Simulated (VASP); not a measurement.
# PbSe (Fm-3m) in VASP: a series of runs

The runs below take PbSe through single point, with PBE.

Everything below comes from runs of VASP 6.6.1. Logs are shortened: lines on timing, memory, paths and dates and some standing lists are left out, and cuts for length are marked.

### Step 1. The cell of the first run

The structure is cubic, space group Fm-3m (No. 225). The conventional cell has a = 6.091 Å, b = 6.091 Å, c = 6.091 Å, α = 90.00°, β = 90.00°, γ = 90.00°. Within 4.0 Å of Pb (site symmetry m-3m) lie 6 Se at 3.05 Å. Within 4.0 Å of Se (site symmetry m-3m) lie 6 Pb at 3.05 Å.

### Step 2. Single point, PBE (volume scaled by 0.94)

Input file INCAR:

```
SYSTEM = PbSe
PREC = Accurate
ENCUT = 520
EDIFF = 1E-6
ISMEAR = 0
SIGMA = 0.01
LREAL = .FALSE.
LASPH = .TRUE.
NELM = 60
ALGO = Normal
ISIF = 2
LWAVE = .FALSE.
LCHARG = .FALSE.
GGA = PE
NBANDS = 17
```

Input file KPOINTS:

```
regular mesh
0
G
  10 10 10
  0 0 0
```

Input file POSCAR:

```
PbSe
1.0
    0.0000000000      3.0454781541      3.0454781541
    3.0454781541      0.0000000000      3.0454781541
    3.0454781541      3.0454781541      0.0000000000
Pb Se
1 1
Direct
    0.0000000000      0.0000000000      0.0000000000
    0.5000000000      0.5000000000      0.5000000000
```

Potentials or basis: VASP PAW PBE potentials, release 64 (Pb_d, Se).

Launch:

```sh
$ cat potpaw_PBE.64/Pb_d/POTCAR potpaw_PBE.64/Se/POTCAR > POTCAR
$ mpirun -np 1 vasp_std > vasp.out
```

OUTCAR:

```text
SYSTEM = PbSe
   PREC = Accurate
   ENCUT = 520
   EDIFF = 1E-6
   ISMEAR = 0
   LREAL = .FALSE.
   LASPH = .TRUE.
   NELM = 60
   ISIF = 2
   GGA = PE

 ion  position               nearest neighbor table
   1  0.000  0.000  0.000-   2 3.05   2 3.05   2 3.05   2 3.05   2 3.05   2 3.05
   2  0.500  0.500  0.500-   1 3.05   1 3.05   1 3.05   1 3.05   1 3.05   1 3.05

  LATTYP: Found a face centered cubic cell.
 ALAT       =     6.0909563082

  Lattice vectors:

 A1 = (   0.0000000000,   3.0454781541,   3.0454781541)
 A2 = (   3.0454781541,   0.0000000000,   3.0454781541)
 A3 = (   3.0454781541,   3.0454781541,   0.0000000000)

Analysis of symmetry for initial positions (statically):
=====================================================================
 Subroutine PRICEL returns:
 Original cell was already a primitive cell.

 Routine SETGRP: Setting up the symmetry group for a
 face centered cubic supercell.

 Subroutine GETGRP returns: Found 48 space group operations
 (whereof 48 operations were pure point group operations)
 out of a pool of 48 trial point group operations.

The static configuration has the point symmetry O_h .

Analysis of symmetry for dynamics (positions and initial velocities):
=====================================================================
 Subroutine PRICEL returns:
 Original cell was already a primitive cell.

 Routine SETGRP: Setting up the symmetry group for a
 face centered cubic supercell.

 Subroutine GETGRP returns: Found 48 space group operations
 (whereof 48 operations were pure point group operations)
 out of a pool of 48 trial point group operations.

The dynamic configuration has the point symmetry O_h .

 Subroutine INISYM returns: Found 48 space group operations
 (whereof 48 operations are pure point group operations),
 and found     1 'primitive' translations

----------------------------------------------------------------------------------------

                                     Primitive cell

  volume of cell :      56.4932

  direct lattice vectors                    reciprocal lattice vectors
     0.000000000  3.045478154  3.045478154    -0.164177832  0.164177832  0.164177832
     3.045478154  0.000000000  3.045478154     0.164177832 -0.164177832  0.164177832
     3.045478154  3.045478154  0.000000000     0.164177832  0.164177832 -0.164177832

  length of vectors
     4.306956509  4.306956509  4.306956509     0.284364346  0.284364346  0.284364346

  position of ions in fractional coordinates (direct lattice)
     0.000000000  0.000000000  0.000000000
[... 78 lines left out ...]
   EDIFF  = 0.1E-05   stopping-criterion for ELM
   LREAL  =      F    real-space projection
   EDIFFG = 0.1E-04   stopping-criterion for IOM
   NSW    =      0    number of steps for IOM
   IBRION =     -1    ionic relax: 0-MD 1-quasi-New 2-CG
   NFREE  =      0    steps in history (QN), initial steepest desc. (CG)
   ISIF   =      2    stress and relaxation
   ISYM   =      2    0-nonsym 1-usesym 2-fastsym
   POTIM  = 0.5000    time-step for ionic-motion
   TEBEG  =    0.0;   TEEND  =   0.0 temperature during run
   PSTRESS=    0.0 pullay stress
   NELECT =      20.0000    total number of electrons
   NUPDOWN=      -1.0000    fix difference up-down
   EMIN   =  10.00;   EMAX   =-10.00  energy-range for DOS
   EFERMI =   0.00;   METHOD = LEGACY
   ISMEAR =     0;   SIGMA  =   0.01  broadening in eV -4-tet -1-fermi 0-gaus
   EFERMI_NEDOS =   21; number of points for ismear=-14 and -15
   IALGO  =     38    algorithm
   IMIX   =      4    mixing-type and parameters
     AMIX     =   0.40;   BMIX     =  1.00
     AMIX_MAG =   1.60;   BMIX_MAG =  1.00
  volume/ion in A,a.u.               =      28.25       190.62
  Fermi-wavevector in a.u.,A,eV,Ry     =   1.158118  2.188525 18.248630  1.341236
  Thomas-Fermi vector in A             =   2.294723
   LORBIT       =      0    0 simple, 1 ext, 2 COOP (PROOUT), +10 PAW based schemes
   GGA     = PE    functional components
   LHFCALC =     F    Hartree Fock is set to
   AEXX    =    0.0000 exact exchange contribution
   IVDW    =     0    specifies the selected vdW correction
   LEPSILON=     F    determine dielectric tensor
   LRPA    =     F    only Hartree local field effects (RPA)
 non-spin polarized calculation
 Gauss-broadening in eV      SIGMA  =   0.01
  energy-cutoff  :      520.00
  volume of cell :       56.49
 maximum number of plane-waves:      1540
   NGX = 17   NGY = 17   NGZ = 17

 number of electron      20.0000004 magnetization

 Free energy of the ion-electron system (eV)
  ---------------------------------------------------
  ext. energy  EPLUGINS =         0.00000000
  ---------------------------------------------------
  free energy    TOTEN  =        -8.16216794 eV

  energy without entropy =       -8.16216794  energy(sigma->0) =       -8.16216794

 E-fermi :   5.3270     XC(G=0):  -9.5989

 val. band max:        5.2704199205   @ k =   0.5000   0.0000   0.0000
 cond. band min:       5.5105733027   @ k =   0.5000   0.0000   0.0000
 fundamental gap:      0.2401533822
 Fermi energy:         5.3270173264

 k-point     1 :       0.0000    0.0000    0.0000
  band No.  band energies     occupation
      1     -11.6064      2.00000
      2     -11.6064      2.00000
      3     -11.6064      2.00000
      4     -11.6031      2.00000
      5     -11.6031      2.00000
      6      -8.4662      2.00000
[... 457 lines left out ...]
      4     -11.5710      2.00000
      5     -11.5683      2.00000
      6      -7.3412      2.00000
[... 9 lines left out ...]
     16      16.0010      0.00000
     17      16.7381      0.00000

 [... further k-points ...]

------------------------ aborting loop because EDIFF is reached ----------------------------------------

  FORCE on cell =-STRESS in cart. coord.  units (eV):
  Direction    XX          YY          ZZ          XY          YZ          ZX
  --------------------------------------------------------------------------------------
  -------------------------------------------------------------------------------------
  Total        1.1622274      1.1622274      1.1622274      0.0000000     -0.0000000     -0.0000000
  in kB       32.9613689     32.9613689     32.9613689      0.0000000     -0.0000000     -0.0000000
  external PRESSURE =      32.9613689 kB  Pullay stress =       0.0000000 kB

 VOLUME and BASIS-vectors are now :
 -----------------------------------------------------------------------------
  energy-cutoff  :      520.00
  volume of cell :       56.49
      direct lattice vectors                 reciprocal lattice vectors
     0.000000000  3.045478154  3.045478154    -0.164177832  0.164177832  0.164177832
     3.045478154  0.000000000  3.045478154     0.164177832 -0.164177832  0.164177832
     3.045478154  3.045478154  0.000000000     0.164177832  0.164177832 -0.164177832

 POSITION                                       TOTAL-FORCE (eV/Angst)
 -----------------------------------------------------------------------------------
      0.00000      0.00000      0.00000         0.000000     -0.000000     -0.000000
      3.04548      3.04548      3.04548        -0.000000      0.000000      0.000000
 -----------------------------------------------------------------------------------
    total drift:                                0.000000     -0.000000     -0.000000

  FREE ENERGIE OF THE ION-ELECTRON SYSTEM (eV)
  ---------------------------------------------------
  free  energy   TOTEN  =        -8.1621679435 eV

  energy  without entropy=       -8.1621679435  energy(sigma->0) =       -8.16216794
```

stdout:

```text
POSCAR found type information on POSCAR PbSe
 POSCAR found :  2 types and       2 ions
 scaLAPACK will be used
 LDA part: xc-table for (Slater+PW92), standard interpolation
 POSCAR, INCAR and KPOINTS ok, starting setup
 FFT: planning ... GRIDC
 FFT: planning ... GRID_SOFT
 FFT: planning ... GRID
 WAVECAR not read
 entering main loop
```

Run time: 30 s. Hardware: 1 thread of Intel Xeon Platinum 8259CL at 2.50GHz (Skylake/Cascade Lake), shared host; peak memory 0.2 GiB.

What came out:

```
Free energy            : -8.1622 eV
Pressure               : 3.3 GPa
Band gap on the k mesh : 0.24 eV, direct
```

Caveat: spin-orbit coupling is left out, which moves the levels of the heavy elements. A k mesh can miss the band edges.

(Continued in part 2 of 2.)
